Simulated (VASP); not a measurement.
# GdO (F-43m) in VASP: a series of runs, part 2 of 2

VASP 6.6.1. The steps go on from the part before.

### Step 4. Single point, LDA, collinear spin, ferromagnetic start (18.90 Å³/atom)

This run uses another cell than the first one, of 18.90 Å³/atom.

INCAR reads:

```
SYSTEM = GdO
PREC     = Accurate       ! precision mode
ENCUT    = 520            ! plane-wave cutoff, eV
EDIFF    = 1E-6           ! SCF threshold, eV
ISMEAR   = -1             ! smearing method
SIGMA    = 0.05           ! smearing width, eV
LREAL    = .False.        ! projectors in reciprocal space
LASPH    = .True.         ! aspherical terms in the spheres
NELM     = 150            ! most SCF steps
ALGO     = Normal         ! electronic algorithm
ISIF     = 2              ! what is computed and relaxed
LWAVE    = .False.        ! write WAVECAR
LCHARG   = .False.        ! write CHGCAR
ISPIN    = 2              ! spin polarisation
MAGMOM   = 7 0            ! initial moments
LORBIT   = 11             ! projections on sites
LMAXMIX  = 6              ! l up to which the mixer works
GGA      = CA             ! functional
NBANDS   = 23             ! bands
```

KPOINTS reads:

```
Automatic mesh
0
Gamma
  9 9 9
  0 0 0
```

POSCAR reads:

```
GdO
1.0
    0.0000000000      2.6635090403      2.6635090403
    2.6635090403      0.0000000000      2.6635090403
    2.6635090403      2.6635090403      0.0000000000
Gd O
1 1
Direct
    0.0000000000      0.0000000000      0.0000000000
    0.7500000000      0.7500000000      0.7500000000
```

Potentials or basis: VASP PAW PBE potentials, release 64 (Gd, O).

Started as:

```sh
> cat potpaw_PBE.64/Gd/POTCAR potpaw_PBE.64/O/POTCAR > POTCAR
> mpirun -np 1 vasp_std > vasp.out
```

OUTCAR:

```text
SYSTEM = GdO
   PREC = Accurate
   ENCUT = 520
   EDIFF = 1E-6
   ISMEAR = -1
   LREAL = .False.
   LASPH = .True.
   NELM = 150
   ISIF = 2
   ISPIN = 2
   LORBIT = 11
   GGA = CA

 ion  position               nearest neighbor table
   1  0.000  0.000  0.000-   2 2.31   2 2.31   2 2.31   2 2.31
   2  0.750  0.750  0.750-   1 2.31   1 2.31   1 2.31   1 2.31

  LATTYP: Found a face centered cubic cell.
 ALAT       =     5.3270180806

  Lattice vectors:

 A1 = (   0.0000000000,   2.6635090403,   2.6635090403)
 A2 = (   2.6635090403,   0.0000000000,   2.6635090403)
 A3 = (   2.6635090403,   2.6635090403,   0.0000000000)

Analysis of symmetry for initial positions (statically):
=====================================================================
 Subroutine PRICEL returns:
 Original cell was already a primitive cell.

 Routine SETGRP: Setting up the symmetry group for a
 face centered cubic supercell.

 Subroutine GETGRP returns: Found 24 space group operations
 (whereof 24 operations were pure point group operations)
 out of a pool of 48 trial point group operations.

The static configuration has the point symmetry T_d .

Analysis of symmetry for dynamics (positions and initial velocities):
=====================================================================
 Subroutine PRICEL returns:
 Original cell was already a primitive cell.

 Routine SETGRP: Setting up the symmetry group for a
 face centered cubic supercell.

 Subroutine GETGRP returns: Found 24 space group operations
 (whereof 24 operations were pure point group operations)
 out of a pool of 48 trial point group operations.

The dynamic configuration has the point symmetry T_d .

Analysis of structural, dynamic, and magnetic symmetry:
=====================================================================
[... 150 lines left out ...]
  ---------------------------------------------------
  ext. energy  EPLUGINS =         0.00000000
  ---------------------------------------------------
  free energy    TOTEN  =       -22.97135273 eV

  energy without entropy =      -22.94191736  energy(sigma->0) =      -22.95663505

 E-fermi :   4.0001     XC(G=0): -10.7267

 val. band max:        3.9875448569   @ k =   0.4444   0.4444   0.0000
 cond. band min:       4.0012279339   @ k =  -0.3333   0.3333   0.0000
 fundamental gap:      0.0136830770
 Fermi energy:         4.0001352579

 spin component 1

 k-point     1 :       0.0000    0.0000    0.0000
  band No.  band energies     occupation
      1     -40.7134      1.00000
      2     -18.1984      1.00000
      3     -18.1984      1.00000
      4     -18.1984      1.00000
      5     -15.3520      1.00000
      6      -2.0903      1.00000
[... 613 lines left out ...]
     22      14.0083      0.00000
     23      14.8532      0.00000

 [... further k-points ...]

 spin component 2

 k-point     1 :       0.0000    0.0000    0.0000
  band No.  band energies     occupation
      1     -37.9612      1.00000
      2     -16.1494      1.00000
      3     -16.1494      1.00000
      4     -16.1494      1.00000
      5     -15.3492      1.00000
      6      -1.8896      1.00000
[... 613 lines left out ...]
     22      14.8255      0.00000
     23      15.3996      0.00000

 [... further k-points ...]

------------------------ aborting loop because EDIFF is reached ----------------------------------------

  FORCE on cell =-STRESS in cart. coord.  units (eV):
  Direction    XX          YY          ZZ          XY          YZ          ZX
  --------------------------------------------------------------------------------------
  -------------------------------------------------------------------------------------
  Total       -0.8991155     -0.8991155     -0.8991155      0.0000000      0.0000000      0.0000000
  in kB      -38.1183028    -38.1183028    -38.1183028      0.0000000      0.0000000      0.0000000
  external PRESSURE =     -38.1183028 kB  Pullay stress =       0.0000000 kB

 VOLUME and BASIS-vectors are now :
 -----------------------------------------------------------------------------
  energy-cutoff  :      520.00
  volume of cell :       37.79
      direct lattice vectors                 reciprocal lattice vectors
     0.000000000  2.663509040  2.663509040    -0.187722284  0.187722284  0.187722284
     2.663509040  0.000000000  2.663509040     0.187722284 -0.187722284  0.187722284
     2.663509040  2.663509040  0.000000000     0.187722284  0.187722284 -0.187722284

 POSITION                                       TOTAL-FORCE (eV/Angst)
 -----------------------------------------------------------------------------------
      0.00000      0.00000      0.00000         0.000000      0.000000      0.000000
      3.99526      3.99526      3.99526        -0.000000     -0.000000     -0.000000
 -----------------------------------------------------------------------------------
    total drift:                                0.000000      0.000000      0.000000

  FREE ENERGIE OF THE ION-ELECTRON SYSTEM (eV)
  ---------------------------------------------------
  free  energy   TOTEN  =       -22.9713527309 eV

  energy  without entropy=      -22.9419173612  energy(sigma->0) =      -22.95663505

 total charge

# of ion       s       p       d       f       tot
--------------------------------------------------
    1        2.030   5.603   0.477   7.153  15.263
    2        1.558   3.414   0.000   0.000   4.972
--------------------------------------------------
tot          3.588   9.017   0.477   7.153  20.235

 magnetization (x)

# of ion       s       p       d       f       tot
--------------------------------------------------
    1       -0.005  -0.051   0.084   6.617   6.645
    2       -0.003  -0.048   0.000   0.000  -0.051
--------------------------------------------------
tot         -0.007  -0.099   0.084   6.617   6.594
```

stdout:

```text
POSCAR found type information on POSCAR GdO
 POSCAR found :  2 types and       2 ions
 scaLAPACK will be used
 -----------------------------------------------------------------------------
|                                                                             |
|                                                                             |
|     You enforced a specific xc type in the INCAR file but a different       |
|     I HOPE YOU KNOW WHAT YOU ARE DOING!                                     |
|                                                                             |
 -----------------------------------------------------------------------------

 LDA part: xc-table for (Slater(with rela. corr.)+CA(PZ))
 , standard interpolation
 POSCAR, INCAR and KPOINTS ok, starting setup
 FFT: planning ... GRIDC
 FFT: planning ... GRID_SOFT
 FFT: planning ... GRID
 WAVECAR not read
 entering main loop
```

Wall time 2 min (1 thread of Intel Xeon 8259CL, shared host); peak memory 0.19 GiB.

Results:

```
Free energy                                           : -22.9714 eV
Pressure                                              : -3.8 GPa
Net moment                                            : 6.85 μB per cell
Site moments                                          : Gd +6.64; O -0.05 μB
Valence electrons inside the program's atomic spheres : Gd 15.26; O 4.97
```

Caveat: the cell stands under tension; the PAW data sets were made with another functional, which shifts forces and pressure a little; spin-orbit coupling is left out, which moves the levels of the heavy elements; a cell with one magnetic atom can't hold antiferromagnetic order, which such compounds often take; semilocal functionals describe open f shells poorly, which spoils levels, moments and volumes.

### Step 5. Summary

| level | cell | gap on the mesh (eV) | pressure (GPa) | moment (μB) |
| --- | --- | --- | --- | --- |
| LDA | a = 3.740 Å, angles 60.0°, 2 atoms | none | -1.7 | 6.86 |
| PBEsol | a = 3.740 Å, angles 60.0°, 2 atoms | none | 1.6 | 7.51 |
| LDA | a = 3.767 Å, angles 60.0°, 2 atoms | none | -3.8 | 6.85 |

Alike in all rows: task single point; potentials or basis VASP PAW PBE potentials, release 64 (Gd, O); spin collinear, ferromagnetic start; k mesh 9 × 9 × 9; cutoff (eV) 520; smearing fermi-dirac 0.05 eV.

Caveats: the PAW data sets were made with another functional, which shifts forces and pressure a little; spin-orbit coupling is left out, which moves the levels of the heavy elements; a cell with one magnetic atom can't hold antiferromagnetic order, which such compounds often take; semilocal functionals describe open f shells poorly, which spoils levels, moments and volumes; the cell stands under tension (at least some runs).

Absolute energies hang on the potentials; compare differences alone.
